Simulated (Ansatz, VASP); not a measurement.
**TiO2 in VASP and in Ansatz**

Contents of INCAR:

```
PREC = Accurate
ENCUT = 910
EDIFF = 1E-7
ISMEAR = -1
SIGMA = 0.05
LREAL = False
LASPH = True
NELM = 120
ALGO = Normal
ISIF = 3
LWAVE = False
LCHARG = False
GGA = PE
IBRION = 2
NSW = 100
EDIFFG = -0.005
GGA_COMPAT = False
NELMIN = 4
```

KPOINTS

```
Automatic mesh
0
Gamma
  13 13 7
```

POSCAR

```
TiO2
1.0
    2.8878374627      0.0000000000      0.0000000000
   -1.4439187314      2.5009406047      0.0000000000
    0.0000000000      0.0000000000      4.6205399404
Ti O
1 2
Direct
    0.0000000000      0.0000000000      0.0000000000
    0.3333333333      0.6666666667      0.2500000000
    0.6666666667      0.3333333333      0.7500000000
```

Input for Ansatz:

```yaml
crystal:
  lattice:
    - [2.8878374627, 0.0, 0.0]
    - [-1.4439187314, 2.5009406047, 0.0]
    - [0.0, 0.0, 4.6205399404]
  atoms:
    - { symbol: Ti, position: [0.0, 0.0, 0.0] }
    - { symbol: O, position: [0.3333333333, 0.6666666667, 0.25] }
    - { symbol: O, position: [0.6666666667, 0.3333333333, 0.75] }
kpoints:
  mp_grid: { grid: [13, 13, 7] }
scf:
  occupations: { method: fermi_dirac, width: 0.05 }
hamiltonian:
  xc: pbe
  pseudopotentials: { kind: paw }
output:
  forces: true
  stress: true
  write_density: true
  write_potential: true
  elf: true
  volumetric_format: npy
relax:
  f_tol: 0.005
  max_steps: 80
  cell: {}
```

Alike in both runs: task relaxation of cell and atoms; functional PBE; k mesh 13 × 13 × 7; occupations fermi-dirac, width 0.05 eV; no spin polarisation.

|  | VASP | Ansatz |
| --- | --- | --- |
| version | VASP 6.6.1 | Ansatz 0.2.0 |
| potentials or method | VASP PAW PBE potentials, release 64 (Ti_sv, O_h) | PAW with Ansatz's default frozen-core files, scalar-relativistic |
| plane-wave cutoff (eV) | 910 | 420 |
| valence electrons in the cell | 24 | 24 |

|  | VASP | Ansatz | Ansatz less VASP |
| --- | --- | --- | --- |
| gap on the k mesh at the Fermi level, each at its own relaxed structure (eV) | 2.54 | 2.66 | +0.115 |
| relaxed volume (Å³/atom) | 12.30 | 14.17 | +1.870 |
| relaxed cell length with the largest relative difference (Å) | 4.784 | 5.493 | +0.7089 |

One of these differences is far larger than is usual between the two programs; its cause wasn't traced.

Noted on VASP's run: the cutoff is short for stress, so the pressure is rough.
